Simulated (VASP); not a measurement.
# BaTiO3 (P4mm) in VASP: notebook, part 2 of 2

VASP 6.6.1. Earlier steps stand in the parts before.

## 4. Single point, PBEsol (zz strain of +2 %)

Input file INCAR:

```
PREC = Accurate
ENCUT = 520
EDIFF = 1E-7
ISMEAR = -1
SIGMA = 0.08
LREAL = F
LASPH = T
NELM = 100
ALGO = Normal
ISIF = 2
LWAVE = F
LCHARG = F
GGA = PS
NBANDS = 28
```

Input file KPOINTS:

```
regular mesh
0
Gamma
  7 7 7
```

Input file POSCAR:

```
BaTiO3
1.0
    3.9998000000      0.0000000000      0.0000000000
    0.0000000000      3.9998000000      0.0000000000
    0.0000000000      0.0000000000      4.0983600000
Ba Ti O
1 1 3
Direct
    0.0000000000      0.0000000000      0.0000000000
    0.5000000000      0.5000000000      0.4820000000
    0.5000000000      0.5000000000      0.0160000000
    0.5000000000      0.0000000000      0.5150000000
    0.0000000000      0.5000000000      0.5150000000
```

Potentials or basis: VASP PAW PBE potentials, release 64 (Ba_sv, Ti_sv, O).

On the command line:

```
> cat potpaw_PBE.64/Ba_sv/POTCAR potpaw_PBE.64/Ti_sv/POTCAR potpaw_PBE.64/O/POTCAR > POTCAR
> mpirun -np 1 vasp_std > vasp.out
```

OUTCAR:

```text
PREC = Accurate
   ENCUT = 520
   EDIFF = 1E-7
   ISMEAR = -1
   LREAL = F
   LASPH = T
   NELM = 100
   ISIF = 2
   GGA = PS

 ion  position               nearest neighbor table
   1  0.000  0.000  0.000-   4 2.82   5 2.82   5 2.82   4 2.82   3 2.83   3 2.83   3 2.83   3 2.83
                             4 2.91   5 2.91   5 2.91   4 2.91   2 3.45   2 3.45   2 3.45   2 3.45
   2  0.500  0.500  0.482-   3 1.91   4 2.00   5 2.00   4 2.00   5 2.00   3 2.19   1 3.45   1 3.45
                             1 3.45   1 3.45   1 3.54   1 3.54   1 3.54   1 3.54
   3  0.500  0.500  0.016-   2 1.91   2 2.19   1 2.83   1 2.83   1 2.83   1 2.83
   4  0.500  0.000  0.515-   2 2.00   2 2.00   1 2.82   1 2.82   1 2.91   1 2.91
   5  0.000  0.500  0.515-   2 2.00   2 2.00   1 2.82   1 2.82   1 2.91   1 2.91

  LATTYP: Found a simple tetragonal cell.
 ALAT       =     3.9998000000
 C/A-ratio  =     1.0246412321

  Lattice vectors:

 A1 = (   3.9998000000,   0.0000000000,   0.0000000000)
 A2 = (   0.0000000000,   3.9998000000,   0.0000000000)
 A3 = (   0.0000000000,   0.0000000000,   4.0983600000)

Analysis of symmetry for initial positions (statically):
=====================================================================
 Subroutine PRICEL returns:
 Original cell was already a primitive cell.

 Routine SETGRP: Setting up the symmetry group for a
 simple tetragonal supercell.

 Subroutine GETGRP returns: Found  8 space group operations
 (whereof  8 operations were pure point group operations)
 out of a pool of 16 trial point group operations.

The static configuration has the point symmetry C_4v.

Analysis of symmetry for dynamics (positions and initial velocities):
=====================================================================
 Subroutine PRICEL returns:
 Original cell was already a primitive cell.

 Routine SETGRP: Setting up the symmetry group for a
 simple tetragonal supercell.

 Subroutine GETGRP returns: Found  8 space group operations
 (whereof  8 operations were pure point group operations)
 out of a pool of 16 trial point group operations.

The dynamic configuration has the point symmetry C_4v.

 Subroutine INISYM returns: Found  8 space group operations
 (whereof  8 operations are pure point group operations),
 and found     1 'primitive' translations

----------------------------------------------------------------------------------------

                                     Primitive cell

  volume of cell :      65.5672

  direct lattice vectors                    reciprocal lattice vectors
     3.999800000  0.000000000  0.000000000     0.250012501  0.000000000  0.000000000
     0.000000000  3.999800000  0.000000000     0.000000000  0.250012501  0.000000000
     0.000000000  0.000000000  4.098360000     0.000000000  0.000000000  0.244000039

  length of vectors
     3.999800000  3.999800000  4.098360000     0.250012501  0.250012501  0.244000039

  position of ions in fractional coordinates (direct lattice)
     0.000000000  0.000000000  0.000000000
     0.500000000  0.500000000  0.482000000
     0.500000000  0.500000000  0.016000000
     0.500000000  0.000000000  0.515000000
     0.000000000  0.500000000  0.515000000

  ion indices of the primitive-cell ions
   primitive index   ion index
                 1           1
[... 32 lines left out ...]
            Coordinates               Weight
  0.000000  0.000000  0.000000      1.000000
  0.142857  0.000000  0.000000      4.000000
  0.285714  0.000000  0.000000      4.000000
  0.428571  0.000000  0.000000      4.000000
  0.142857  0.142857  0.000000      4.000000
  0.285714  0.142857  0.000000      8.000000
[... 16 lines left out ...]
  0.285714  0.000000  0.285714      8.000000
  0.428571  0.000000  0.285714      8.000000
 [... further k-points ...]
   k-points           NKPTS =     40   k-points in BZ     NKDIM =     40   number of bands    NBANDS=     28
   number of dos      NEDOS =    301   number of ions     NIONS =      5
   total plane-waves  NPLWV =  27000
   dimension x,y,z NGX =    30 NGY =   30 NGZ =   30
   dimension x,y,z NGXF=    60 NGYF=   60 NGZF=   60
   ions per type =               1   1   3
   NGX,Y,Z   is equivalent  to a cutoff of  12.47, 12.47, 12.17 a.u.
   NGXF,Y,Z  is equivalent  to a cutoff of  24.94, 24.94, 24.34 a.u.
 SYSTEM =  unknown system
   PREC   = accura    normal or accurate (medium, high low for compatibility)
   ISTART =      0    job   : 0-new  1-cont  2-samecut
   ICHARG =      2    charge: 1-file 2-atom 10-const
   ISPIN  =      1    spin polarized calculation?
   LNONCOLLINEAR =      F non collinear calculations
   LSORBIT =      F    spin-orbit coupling
   LASPH  =      T    aspherical Exc in radial PAW
   ENCUT  =  520.0 eV  38.22 Ry    6.18 a.u.   7.44  7.44  7.62*2*pi/ulx,y,z
   NELM   =    100;   NELMIN=  2; NELMDL= -5     # of ELM steps
   EDIFF  = 0.1E-06   stopping-criterion for ELM
   LREAL  =      F    real-space projection
   EDIFFG = 0.1E-05   stopping-criterion for IOM
   NSW    =      0    number of steps for IOM
   IBRION =     -1    ionic relax: 0-MD 1-quasi-New 2-CG
   NFREE  =      0    steps in history (QN), initial steepest desc. (CG)
   ISIF   =      2    stress and relaxation
   ISYM   =      2    0-nonsym 1-usesym 2-fastsym
   POTIM  = 0.5000    time-step for ionic-motion
   TEBEG  =    0.0;   TEEND  =   0.0 temperature during run
   PSTRESS=    0.0 pullay stress
   NELECT =      40.0000    total number of electrons
   NUPDOWN=      -1.0000    fix difference up-down
   EMIN   =  10.00;   EMAX   =-10.00  energy-range for DOS
   EFERMI =   0.00;   METHOD = LEGACY
   ISMEAR =    -1;   SIGMA  =   0.08  broadening in eV -4-tet -1-fermi 0-gaus
   EFERMI_NEDOS =   21; number of points for ismear=-14 and -15
   IALGO  =     38    algorithm
   IMIX   =      4    mixing-type and parameters
     AMIX     =   0.40;   BMIX     =  1.00
     AMIX_MAG =   1.60;   BMIX_MAG =  1.00
  volume/ion in A,a.u.               =      13.11        88.49
  Fermi-wavevector in a.u.,A,eV,Ry     =   1.388458  2.623804 26.229507  1.927814
  Thomas-Fermi vector in A             =   2.512582
   LORBIT       =      0    0 simple, 1 ext, 2 COOP (PROOUT), +10 PAW based schemes
   GGA     = PS    functional components
   LHFCALC =     F    Hartree Fock is set to
   AEXX    =    0.0000 exact exchange contribution
   IVDW    =     0    specifies the selected vdW correction
   LEPSILON=     F    determine dielectric tensor
   LRPA    =     F    only Hartree local field effects (RPA)
 non-spin polarized calculation
  energy-cutoff  :      520.00
  volume of cell :       65.57
 maximum number of plane-waves:      1795
 NGX is ok and might be reduce to    30
   NGX = 15   NGY = 15   NGZ = 15

 number of electron      39.9999983 magnetization

 Free energy of the ion-electron system (eV)
  ---------------------------------------------------
  ext. energy  EPLUGINS =         0.00000000
  ---------------------------------------------------
  free energy    TOTEN  =       -41.96005663 eV

  energy without entropy =      -41.96005472  energy(sigma->0) =      -41.96005567

 E-fermi :   4.4703     XC(G=0): -11.3947

 val. band max:        3.4919560492   @ k =   0.4286   0.4286   0.4286
 cond. band min:       5.2816103781   @ k =   0.0000   0.0000   0.0000
 fundamental gap:      1.7896543289
 Fermi energy:         4.4702721114

 k-point     1 :       0.0000    0.0000    0.0000
  band No.  band energies     occupation
      1     -52.8389      2.00000
      2     -29.1840      2.00000
      3     -29.1547      2.00000
      4     -29.1547      2.00000
      5     -21.3060      2.00000
      6     -13.2459      2.00000
[... 733 lines left out ...]
     27      11.7167      0.00000
     28      12.2199      0.00000

 [... further k-points ...]

------------------------ aborting loop because EDIFF is reached ----------------------------------------

  FORCE on cell =-STRESS in cart. coord.  units (eV):
  Direction    XX          YY          ZZ          XY          YZ          ZX
  --------------------------------------------------------------------------------------
  -------------------------------------------------------------------------------------
  Total       -1.7534094     -1.7534094     -2.5762705      0.0000000      0.0000000      0.0000000
  in kB      -42.8457017    -42.8457017    -62.9528480      0.0000000      0.0000000      0.0000000
  external PRESSURE =     -49.5480838 kB  Pullay stress =       0.0000000 kB

 VOLUME and BASIS-vectors are now :
 -----------------------------------------------------------------------------
  energy-cutoff  :      520.00
  volume of cell :       65.57
      direct lattice vectors                 reciprocal lattice vectors
     3.999800000  0.000000000  0.000000000     0.250012501  0.000000000  0.000000000
     0.000000000  3.999800000  0.000000000     0.000000000  0.250012501  0.000000000
     0.000000000  0.000000000  4.098360000     0.000000000  0.000000000  0.244000039

 POSITION                                       TOTAL-FORCE (eV/Angst)
 -----------------------------------------------------------------------------------
      0.00000      0.00000      0.00000         0.000000     -0.000000     -0.111946
      1.99990      1.99990      1.97541         0.000000      0.000000     -0.227564
      1.99990      1.99990      0.06557         0.000000      0.000000      0.679305
      1.99990      0.00000      2.11066         0.000000     -0.000000     -0.169898
      0.00000      1.99990      2.11066        -0.000000     -0.000000     -0.169898
 -----------------------------------------------------------------------------------
    total drift:                                0.000000      0.000000      0.000238

  FREE ENERGIE OF THE ION-ELECTRON SYSTEM (eV)
  ---------------------------------------------------
  free  energy   TOTEN  =       -41.9600566302 eV

  energy  without entropy=      -41.9600547168  energy(sigma->0) =      -41.96005567
```

Wall time 38 s (1 thread of Intel Xeon 6975P-C (Granite Rapids), shared host); peak memory 0.21 GiB.

What came out:

```yaml
Free_energy: -41.9601 eV
Pressure: -5.0 GPa
Largest_force: 0.679 eV/Å
Band_gap_on_the_k_mesh: 1.79 eV, indirect (least direct gap 2.06 eV)
```

Forces in eV/Å, atoms in the order of the input:
```
Ba   0.000  0.000 -0.112
Ti   0.000  0.000 -0.228
O    0.000  0.000  0.679
O    0.000  0.000 -0.170
O    0.000  0.000 -0.170
```

Stress tensor (GPa, compression positive):
```
-4.28  0.00  0.00
 0.00 -4.28  0.00
 0.00  0.00 -6.30
```

Caveat: the cell differs from its parent crystal (zz strain of +2 %); the PAW data sets were made with another functional, which shifts forces and pressure a little; spin-orbit coupling is left out, which moves the levels of the heavy elements.

## 5. Single point, PBEsol (volume scaled by 0.96)

Input file INCAR:

```
SYSTEM = BaTiO3
ALGO = Normal
EDIFF = 1E-7
ENCUT = 520
GGA = PS
ISIF = 2
ISMEAR = -1
LASPH = .TRUE.
LCHARG = .TRUE.
LELF = .TRUE.
LREAL = .FALSE.
LVHAR = .TRUE.
LWAVE = .FALSE.
NBANDS = 28
NELM = 60
PREC = Accurate
SIGMA = 0.08
```

Input file KPOINTS:

```
k-points
0
G
  7 7 7
  0 0 0
```

POSCAR, as its differences from that of step 4:

```diff
@@ -2,5 +2,5 @@
 1.0
-    3.9998000000      0.0000000000      0.0000000000
-    0.0000000000      3.9998000000      0.0000000000
-    0.0000000000      0.0000000000      4.0983600000
+    3.9457420220      0.0000000000      0.0000000000
+    0.0000000000      3.9457420220      0.0000000000
+    0.0000000000      0.0000000000      3.9636960459
 Ba Ti O
```

On the command line:

```
> cat potpaw_PBE.64/Ba_sv/POTCAR potpaw_PBE.64/Ti_sv/POTCAR potpaw_PBE.64/O/POTCAR > POTCAR
> mpirun -np 1 vasp_std > vasp.out
```

Wall time 2.2 min (1 thread of Intel Xeon Platinum 8375C at 2.90GHz (Ice Lake), shared host); peak memory 0.21 GiB.

Results (log left out):

```
Free energy            : -41.9551 eV
Pressure               : 5.7 GPa
Largest force          : 0.296 eV/Å
Band gap on the k mesh : 1.91 eV, indirect (least direct gap 2.11 eV)
```

Forces on the atoms (eV/Å):
```
Ba   0.000  0.000 -0.058
Ti   0.000  0.000  0.296
O    0.000  0.000  0.046
O    0.000  0.000 -0.142
O    0.000  0.000 -0.142
```

Stress tensor (GPa, compression positive):
```
5.11 0.00 0.00
0.00 5.11 0.00
0.00 0.00 7.01
```

Levels at points of the mesh, in eV from the valence-band top:
```tsv
k point	band 17	band 18	band 19	band 20	band 21	band 22	band 23	band 24
(0.00, 0.00, 0.00)	-1.13	-0.22	-0.20	-0.20	1.91	2.23	2.23	4.41
```

Caveat: the PAW data sets were made with another functional, which shifts forces and pressure a little; spin-orbit coupling is left out, which moves the levels of the heavy elements. A k mesh can miss the band edges.

## 6. Single point, PBEsol (volume scaled by 0.99)

Input file INCAR:

```
PREC = Accurate ; ENCUT = 520
EDIFF = 1E-6 ; ISMEAR = -1
SIGMA = 0.08 ; LREAL = F
LASPH = T ; NELM = 100
ALGO = Normal ; ISIF = 2
LWAVE = F ; LCHARG = T
GGA = PS ; LELF = T
LVHAR = T ; NBANDS = 28
```

Input file KPOINTS:

```
regular mesh
0
Gamma
  7 7 7
```

POSCAR, as its differences from that of step 5:

```diff
@@ -2,5 +2,5 @@
 1.0
-    3.9457420220      0.0000000000      0.0000000000
-    0.0000000000      3.9457420220      0.0000000000
-    0.0000000000      0.0000000000      3.9636960459
+    3.9864226426      0.0000000000      0.0000000000
+    0.0000000000      3.9864226426      0.0000000000
+    0.0000000000      0.0000000000      4.0045617725
 Ba Ti O
```

Potentials or basis: VASP PAW PBE potentials, release 64 (Ba_sv, Ti_sv, O).

On the command line:

```
> cat potpaw_PBE.64/Ba_sv/POTCAR potpaw_PBE.64/Ti_sv/POTCAR potpaw_PBE.64/O/POTCAR > POTCAR
> mpirun -np 1 vasp_std > vasp.out
```

Run time: 1.9 min. Hardware: 1 thread of Intel Xeon Platinum 8375C at 2.90GHz (Ice Lake), shared host; peak memory 0.22 GiB.

Results (log left out):

```yaml
Free_energy: -41.9905 eV
Pressure: 0.0 GPa
Largest_force: 0.287 eV/Å
Band_gap_on_the_k_mesh: 1.85 eV, indirect (least direct gap 2.07 eV)
```

Forces on the atoms (eV/Å):
```
Ba   0.000  0.000 -0.077
Ti   0.000  0.000  0.107
O    0.000  0.000  0.287
O    0.000  0.000 -0.159
O    0.000  0.000 -0.159
```

Stress tensor (GPa, compression positive):
```
-0.59  0.00  0.00
 0.00 -0.59  0.00
 0.00  0.00  1.06
```

Levels at points of the mesh, in eV from the valence-band top:
```csv
k point,band 18,band 19,band 20,band 21,band 22,band 23
"(0.00, 0.00, 0.00)",-0.25,-0.22,-0.22,1.85,2.16,2.16
```

Caveat: the PAW data sets were made with another functional, which shifts forces and pressure a little; spin-orbit coupling is left out, which moves the levels of the heavy elements.

## 7. The runs side by side

```tsv
cell	gap on the mesh (eV)	pressure (GPa)	largest force (eV/Å)
a = 4.000, b = 4.000, c = 3.897 Å, 5 atoms	1.87	4.1	0.59
a = 4.000, b = 4.000, c = 3.978 Å, 5 atoms	1.85	0.0	0.21
a = 4.000, b = 4.000, c = 4.098 Å, 5 atoms	1.79	-5.0	0.68
a = 3.946, b = 3.946, c = 3.964 Å, 5 atoms	1.91	5.7	0.30
a = 3.986, b = 3.986, c = 4.005 Å, 5 atoms	1.85	0.0	0.29
```

Alike in all rows: task single point; level PBEsol; potentials or basis VASP PAW PBE potentials, release 64 (Ba_sv, Ti_sv, O); no spin polarisation; k mesh 7 × 7 × 7; cutoff (eV) 520; smearing fermi-dirac 0.08 eV.

Caveats: the PAW data sets were made with another functional, which shifts forces and pressure a little; spin-orbit coupling is left out, which moves the levels of the heavy elements.

Total energies depend on the potentials used, so only differences within one code and one set of settings carry meaning.
